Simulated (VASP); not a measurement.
## Zr2HS4: single point with PBE+D3(BJ)

System: Zr2HS4, a slab with vacuum.

```
CELL_PARAMETERS angstrom
7.29768 0.00000 0.00000
-3.64884 6.31997 0.00000
0.00000 0.00000 20.91715
ATOMIC_POSITIONS crystal
S 0.33333 0.16667 0.19123
S 0.33333 0.66667 0.19123
S 0.83333 0.16667 0.19123
S 0.83333 0.66667 0.19123
S 0.16667 0.33333 0.33069
S 0.16667 0.83333 0.33069
S 0.66667 0.33333 0.33069
S 0.66667 0.83333 0.33069
Zr 0.00000 0.00000 0.26096
Zr 0.00000 0.50000 0.26096
Zr 0.50000 0.00000 0.26096
Zr 0.50000 0.50000 0.26096
H 0.39095 0.78191 0.47412
H 0.44238 0.88476 0.47412
```

```
Program                : VASP 6.6.1
Task                   : single point
Functional             : PBE
Dispersion             : D3(BJ)
Potentials or basis    : VASP PAW PBE potentials, release 64 (S, Zr_sv, H)
Cutoff                 : 400 eV
k mesh                 : 6 × 6 × 1
Occupations            : gaussian, width 0.05 eV
Spin                   : no spin polarisation
Dipole correction      : yes
Further INCAR settings : ALGO = Normal; EDIFF = 1e-06; NBANDS = 62; NELMDL = -8
```

- Largest force: 4.868 eV/Å
- Band gap on the k mesh: 1.10 eV
- Dispersion energy per atom: -0.215 eV

Forces on the atoms (eV/Å):
```
S    0.001  0.002 -0.011
S    0.000 -0.001 -0.007
S   -0.001  0.002 -0.011
S    0.000 -0.003 -0.010
S    0.000  0.002  0.020
S   -0.004  0.001 -0.002
S    0.000 -0.002  0.020
S    0.004  0.001 -0.002
Zr   0.000 -0.010  0.004
Zr   0.000  0.010  0.000
Zr   0.000 -0.011  0.007
Zr   0.000  0.010  0.000
H    0.000 -4.868 -0.005
H    0.000  4.867 -0.004
```

Levels at points of the mesh, in eV from the valence-band top:
```csv
k point,band 47,band 48,band 49,band 50,band 51,band 52
"(0.00, 0.00, 0.00)",-0.87,0.00,0.00,1.10,1.10,1.10
"(0.50, 0.00, 0.00)",-0.85,-0.50,-0.49,1.48,1.48,2.28
"(0.00, 0.50, 0.00)",-0.85,-0.50,-0.49,1.48,1.48,2.28
```

Wall time 33 min on 1 thread of Intel Xeon 8259CL (shared host), peak memory 0.9 GiB.
